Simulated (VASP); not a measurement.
Crystal: BiTe.

```
Bi Te
1.0
     2.42271    1.39875    3.31729
    -2.42271    1.39875    3.31729
     0.00000   -2.79750    3.31729
Bi Te
1 1
Direct
  0.50000 0.50000 0.50000
  0.00000 0.00000 0.00000
```

* Program: VASP 6.6.1
* Task: relaxation of cell and atoms
* Functional: PBEsol
* Dispersion: D4
* Potentials or basis: VASP PAW PBE potentials, release 64 (Bi_d, Te)
* Cutoff: 600 eV
* k mesh: 7 × 7 × 7
* Occupations: fermi-dirac, width 0.05 eV
* Spin: no spin polarisation

At the start: pressure -3.6 GPa; volume 33.72 Å³/atom.

Where does the relaxation end?

Over 11 steps the energy falls by 32.4 meV/atom and the volume is 30.88 Å³/atom (-8.4 %); space group R-3m (No. 166, to 0.1 Å) before and after.

The path:
```csv
step,energy change (eV),largest force (eV/Å),pressure (GPa),volume (Å³)
1,0.0000,0.0000,-3.57,67.45
2,-0.0363,0.0000,2.54,60.37
3,-0.0552,0.0000,-0.02,62.83
4,-0.0575,0.0000,-0.01,62.71
5,-0.0624,0.0000,-0.02,62.32
6,-0.0634,0.0000,-0.10,61.47
7,-0.0648,0.0000,-0.06,61.92
8,-0.0649,0.0000,-0.06,61.81
9,-0.0648,0.0000,-0.06,61.84
10,-0.0648,0.0000,0.17,61.60
11,-0.0649,0.0000,0.00,61.77
```

Final structure:
```yaml
crystal:
  lattice:
    - [2.40670, 1.38951, 3.07848]
    - [-2.40670, 1.38951, 3.07848]
    - [0.00000, -2.77902, 3.07848]
  atoms:
    - { symbol: Bi, position: [0.50000, 0.50000, 0.50000] }
    - { symbol: Te, position: [0.00000, 0.00000, 0.00000] }
```

Caveat: the PAW data sets were made with another functional, which shifts forces and pressure a little.
